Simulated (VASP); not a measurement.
Write the native input for VASP 6.6.1 that does the following.

```yaml
Task: single point
Functional: LDA
Potentials_or_basis: VASP PAW LDA potentials, release 64 (Ca_sv)
Cutoff: 520 eV
k_mesh: 14 × 14 × 14
Occupations: gaussian, width 0.15 eV
Spin: no spin polarisation
Dipole_correction: no
Further_INCAR_settings: ALGO = Normal; EDIFF = 1e-06; NBANDS = 11
```

The structure of Ca lies in POSCAR:

```
Ca
1.0
    0.0000000000      2.7942000000      2.7942000000
    2.6824320000      0.0000000000      2.7942000000
    2.6824320000      2.7942000000      0.0000000000
Ca
1
Direct
    0.0000000000      0.0000000000      0.0000000000
```

This cell differs from its parent crystal: strain -0.0400 x Voigt [1, 0, 0, 0, 0, 0].

The input as run:

INCAR

```
SYSTEM = Ca
ALGO = Normal
EDIFF = 1E-6
ENCUT = 520
GGA = CA
ISIF = 2
ISMEAR = 0
LASPH = .TRUE.
LCHARG = .FALSE.
LREAL = .FALSE.
LWAVE = .FALSE.
NBANDS = 11
NELM = 60
PREC = Accurate
SIGMA = 0.15
```

KPOINTS

```
k-points
0
G
  14 14 14
  0 0 0
```

Potentials or basis: VASP PAW LDA potentials, release 64 (Ca_sv).

Run with:

```bash
$ cat potpaw_LDA.64/Ca_sv/POTCAR > POTCAR
$ mpirun -np 1 vasp_std > vasp.out
```

It gave:

- Pressure: -1.6 GPa
- Band gap on the k mesh: zero (bands 5 and 6 overlap by 0.23 eV)

Caveat: the cell differs from its parent crystal (strain -0.0400 x Voigt [1, 0, 0, 0, 0, 0]).

Wall time 2.5 min on 1 thread of Intel Xeon 8259CL (shared host), peak memory 0.23 GiB.
